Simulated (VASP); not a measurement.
SnO2, 6 atoms in the cell. Symmetry: P4_2/mnm, No. 136, tetragonal system. The conventional cell has a = 4.761 Å, b = 4.761 Å, c = 3.200 Å, α = 90.00°, β = 90.00°, γ = 90.00°. Sn (site symmetry mmm) has 6 O at 2.06 to 2.07 Å within 2.7 Å. Within 2.7 Å of O (site symmetry m2m) lie 3 Sn at 2.06 to 2.07 Å and 1 O at 2.61 Å. 

| Quantity | Value |
| --- | --- |
| Program | VASP 6.6.1 |
| Task | single point |
| Functional | PBE |
| Potentials or basis | VASP PAW PBE potentials, release 64 (Sn_d, O) |
| Cutoff | 520 eV |
| k mesh | 6 × 6 × 8 |
| Occupations | gaussian, width 0.01 eV |
| Spin | no spin polarisation |
| Dipole correction | no |
| Further INCAR settings | ALGO = Normal; EDIFF = 1e-07; NBANDS = 35 |

Potentials or basis: VASP PAW PBE potentials, release 64 (Sn_d, O).

Launch:

```bash
$ cat potpaw_PBE.64/Sn_d/POTCAR potpaw_PBE.64/O/POTCAR > POTCAR
$ mpirun -np 1 vasp_std > vasp.out
```

Hardware: 1 thread of AMD EPYC 7R13 Processor (Zen 3), with other jobs on the host.

Task: Estimate the wall time of this run.

Result: It took 85 s on 1 thread of AMD EPYC 7R13 Processor (Zen 3), on a shared host, peak memory 0.2 GiB. Counts: scf iterations 14, k points 50.
